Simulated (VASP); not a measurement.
A run of VASP 6.6.1:

INCAR

```
SYSTEM = Mo3W2
PREC = Accurate
ENCUT = 520
EDIFF = 1E-6
ISMEAR = 0
SIGMA = 0.1
LREAL = .FALSE.
LASPH = .TRUE.
NELM = 60
ALGO = Fast
ISIF = 2
LWAVE = .FALSE.
LCHARG = .FALSE.
GGA = PE
NBANDS = 43
```

File KPOINTS:

```
regular mesh
0
G
  6 6 6
  0 0 0
```

The input POSCAR:

```
Mo3W2
1.0
    0.0000000000      2.3228817800     11.6144088900
    1.6425254600      0.0000000000     11.6144088900
    1.6425254600      2.3228817800      0.0000000000
Mo W
3 2
Direct
    0.9000000000      0.9000000000      0.1000000000
    0.5000000000      0.5000000000      0.5000000000
    0.1000000000      0.1000000000      0.9000000000
    0.7000000000      0.7000000000      0.3000000000
    0.3000000000      0.3000000000      0.7000000000
```

Potentials or basis: VASP PAW PBE potentials, release 64 (Mo_sv, W_sv).

Run with:

```sh
$ cat potpaw_PBE.64/Mo_sv/POTCAR potpaw_PBE.64/W_sv/POTCAR > POTCAR
$ mpirun -np 1 vasp_std > vasp.out
```

Hardware: 1 thread of Oxide Virtual Turin-like Processor, on a shared host.

Q: How long does it take, and how much memory?

A: Wall time 20 min on 1 thread of Oxide Virtual Turin-like Processor, on a shared host, peak memory 0.45 GiB. Counts: scf iterations 17, k points 46.
